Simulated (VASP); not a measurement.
# FePt (P4/mmm) in VASP: further runs, part 2 of 2

VASP 6.6.1.

## Step 3: Single point, LDA, collinear spin, ferromagnetic start

The input, INCAR:

```
SYSTEM = FePt
ALGO     = Fast           ! electronic algorithm
EDIFF    = 1E-7           ! SCF threshold, eV
ENCUT    = 520            ! plane-wave cutoff, eV
GGA      = CA             ! functional
ISIF     = 2              ! what is computed and relaxed
ISMEAR   = 0              ! smearing method
ISPIN    = 2              ! spin polarisation
LASPH    = .TRUE.         ! aspherical terms in the spheres
LCHARG   = .FALSE.        ! write CHGCAR
LMAXMIX  = 4              ! l up to which the mixer works
LORBIT   = 11             ! projections on sites
LREAL    = .FALSE.        ! projectors in reciprocal space
LWAVE    = .FALSE.        ! write WAVECAR
MAGMOM   = 2.5 0          ! initial moments
NBANDS   = 20             ! bands
NELM     = 150            ! most SCF steps
PREC     = Accurate       ! precision mode
SIGMA    = 0.05           ! smearing width, eV
```

The input, KPOINTS:

```
k-points
0
G
  12 12 10
  0 0 0
```

The input, POSCAR:

```
FePt
1.0
    2.7216546016      0.0000000000      0.0000000000
    0.0000000000      2.7216546016      0.0000000000
    0.0000000000      0.0000000000      3.7000008167
Fe Pt
1 1
Direct
    0.5000000000      0.5000000000      0.5000000000
    0.0000000000      0.0000000000      0.0000000000
```

Potentials or basis: VASP PAW LDA potentials, release 64 (Fe, Pt).

Launch:

```sh
$ cat potpaw_LDA.64/Fe/POTCAR potpaw_LDA.64/Pt/POTCAR > POTCAR
$ mpirun -np 1 vasp_std > vasp.out
```

OUTCAR:

```text
SYSTEM = FePt
   EDIFF = 1E-7
   ENCUT = 520
   GGA = CA
   ISIF = 2
   ISMEAR = 0
   ISPIN = 2
   LASPH = .TRUE.
   LORBIT = 11
   LREAL = .FALSE.
   NELM = 150
   PREC = Accurate

 ion  position               nearest neighbor table
   1  0.500  0.500  0.500-   2 2.67   2 2.67   2 2.67   2 2.67   2 2.67   2 2.67   2 2.67   2 2.67

   2  0.000  0.000  0.000-   1 2.67   1 2.67   1 2.67   1 2.67   1 2.67   1 2.67   1 2.67   1 2.67

  LATTYP: Found a simple tetragonal cell.
 ALAT       =     2.7216546016
 C/A-ratio  =     1.3594674411

  Lattice vectors:

 A1 = (   2.7216546016,   0.0000000000,   0.0000000000)
 A2 = (   0.0000000000,   2.7216546016,   0.0000000000)
 A3 = (   0.0000000000,   0.0000000000,   3.7000008167)

Analysis of symmetry for initial positions (statically):
=====================================================================
 Subroutine PRICEL returns:
 Original cell was already a primitive cell.

 Routine SETGRP: Setting up the symmetry group for a
 simple tetragonal supercell.

 Subroutine GETGRP returns: Found 16 space group operations
 (whereof 16 operations were pure point group operations)
 out of a pool of 16 trial point group operations.

The static configuration has the point symmetry D_4h.

Analysis of symmetry for dynamics (positions and initial velocities):
=====================================================================
 Subroutine PRICEL returns:
 Original cell was already a primitive cell.

 Routine SETGRP: Setting up the symmetry group for a
 simple tetragonal supercell.

 Subroutine GETGRP returns: Found 16 space group operations
 (whereof 16 operations were pure point group operations)
 out of a pool of 16 trial point group operations.

The dynamic configuration has the point symmetry D_4h.

Analysis of structural, dynamic, and magnetic symmetry:
=====================================================================
 Subroutine PRICEL returns:
 Original cell was already a primitive cell.

 Routine SETGRP: Setting up the symmetry group for a
[... 150 lines left out ...]
  ---------------------------------------------------
  free energy    TOTEN  =       -16.95274750 eV

  energy without entropy =      -16.95013899  energy(sigma->0) =      -16.95144324

 E-fermi :   8.5288     XC(G=0): -13.3467

 val. band max:        8.5206576541   @ k =   0.4167   0.4167   0.5000
 cond. band min:       8.5296866820   @ k =   0.3333   0.1667   0.1000
 fundamental gap:      0.0090290279
 Fermi energy:         8.5287666916

 spin component 1

 k-point     1 :       0.0000    0.0000    0.0000
  band No.  band energies     occupation
      1      -1.0597      1.00000
      2       2.2593      1.00000
      3       2.3658      1.00000
      4       5.2403      1.00000
      5       5.2403      1.00000
      6       5.8568      1.00000
[... 541 lines left out ...]
     19      29.5269      0.00000
     20      29.6622      0.00000

 [... further k-points ...]

 spin component 2

 k-point     1 :       0.0000    0.0000    0.0000
  band No.  band energies     occupation
      1      -0.8276      1.00000
      2       2.7108      1.00000
      3       2.7763      1.00000
      4       6.1624      1.00000
      5       6.1624      1.00000
      6       7.7598      1.00000
[... 541 lines left out ...]
     19      29.9424      0.00000
     20      30.1771      0.00000

 [... further k-points ...]

------------------------ aborting loop because EDIFF is reached ----------------------------------------

  FORCE on cell =-STRESS in cart. coord.  units (eV):
  Direction    XX          YY          ZZ          XY          YZ          ZX
  --------------------------------------------------------------------------------------
  -------------------------------------------------------------------------------------
  Total       -2.1373161     -2.1373161     -1.6296549      0.0000000      0.0000000     -0.0000000
  in kB     -124.9428773   -124.9428773    -95.2661032      0.0000000      0.0000000     -0.0000000
  external PRESSURE =    -115.0506193 kB  Pullay stress =       0.0000000 kB

 VOLUME and BASIS-vectors are now :
 -----------------------------------------------------------------------------
  energy-cutoff  :      520.00
  volume of cell :       27.41
      direct lattice vectors                 reciprocal lattice vectors
     2.721654602  0.000000000  0.000000000     0.367423552  0.000000000  0.000000000
     0.000000000  2.721654602  0.000000000     0.000000000  0.367423552  0.000000000
     0.000000000  0.000000000  3.700000817     0.000000000  0.000000000  0.270270211

 POSITION                                       TOTAL-FORCE (eV/Angst)
 -----------------------------------------------------------------------------------
      1.36083      1.36083      1.85000         0.000000      0.000000      0.000000
      0.00000      0.00000      0.00000         0.000000      0.000000      0.000000
 -----------------------------------------------------------------------------------
    total drift:                               -0.000000      0.000000      0.000000

  FREE ENERGIE OF THE ION-ELECTRON SYSTEM (eV)
  ---------------------------------------------------
  free  energy   TOTEN  =       -16.9527475021 eV

  energy  without entropy=      -16.9501389879  energy(sigma->0) =      -16.95144324

 total charge

# of ion       s       p       d       tot
------------------------------------------
    1        0.414   0.455   6.165   7.034
    2        0.716   0.664   8.053   9.432
--------------------------------------------------
tot          1.129   1.119  14.218  16.466

 magnetization (x)

# of ion       s       p       d       tot
------------------------------------------
    1        0.002  -0.001   2.781   2.781
    2       -0.022  -0.052   0.414   0.340
--------------------------------------------------
tot         -0.020  -0.054   3.195   3.121
```

It took 1.9 min on 1 thread of Intel Xeon Platinum 8488C (Sapphire Rapids), shared host; peak memory 0.25 GiB.

What came out:

```yaml
Free_energy: -16.9527 eV
Pressure: -11.5 GPa
Net_moment: 3.17 μB per cell
Site_moments: Fe +2.78; Pt +0.34 μB
Valence_electrons_inside_the_program's_atomic_spheres: Fe 7.03; Pt 9.43
```

Levels at points of the mesh, in eV from the Fermi level:
Spin up:
```csv
k point,band 7,band 8,band 9,band 10,band 11,band 12,band 13,band 14,band 15,band 16
"(0.00, 0.00, 0.00)",-1.83,-1.58,-0.36,-0.16,-0.16,2.41,10.08,11.67,11.67,17.24
"(0.50, 0.00, 0.00)",-2.65,-2.17,-1.82,-1.58,0.42,2.10,10.66,10.76,12.78,13.52
"(0.50, 0.50, 0.00)",-0.29,-0.19,-0.19,0.62,1.63,1.63,7.72,10.23,11.03,12.45
"(0.00, 0.00, 0.50)",-2.12,-2.12,-2.01,-2.01,-1.47,-0.78,15.78,15.82,16.24,16.24
"(0.50, 0.00, 0.50)",-0.89,-0.57,-0.51,-0.44,-0.28,-0.24,4.86,7.03,16.21,16.56
"(0.50, 0.50, 0.50)",-1.92,-1.67,-0.74,0.62,6.98,6.98,7.84,8.50,8.54,8.70
```
Spin down:
| k point | band 6 | band 7 | band 8 | band 9 | band 10 | band 11 |
| --- | --- | --- | --- | --- | --- | --- |
| (0.00, 0.00, 0.00) | -0.77 | -0.72 | 0.51 | 1.54 | 1.69 | 1.69 |
| (0.50, 0.00, 0.00) | -1.34 | -1.16 | -0.94 | 0.36 | 0.68 | 2.39 |
| (0.50, 0.50, 0.00) | 1.18 | 1.54 | 1.78 | 1.78 | 1.80 | 1.91 |
| (0.00, 0.00, 0.50) | -1.88 | -1.34 | -0.55 | 0.07 | 0.42 | 0.42 |
| (0.50, 0.00, 0.50) | -0.45 | -0.24 | -0.23 | 0.89 | 1.50 | 1.54 |
| (0.50, 0.50, 0.50) | -1.36 | -1.36 | 0.65 | 0.91 | 1.80 | 7.73 |

Caveat: the cell stands under tension; spin-orbit coupling is left out, which moves the levels of the heavy elements.
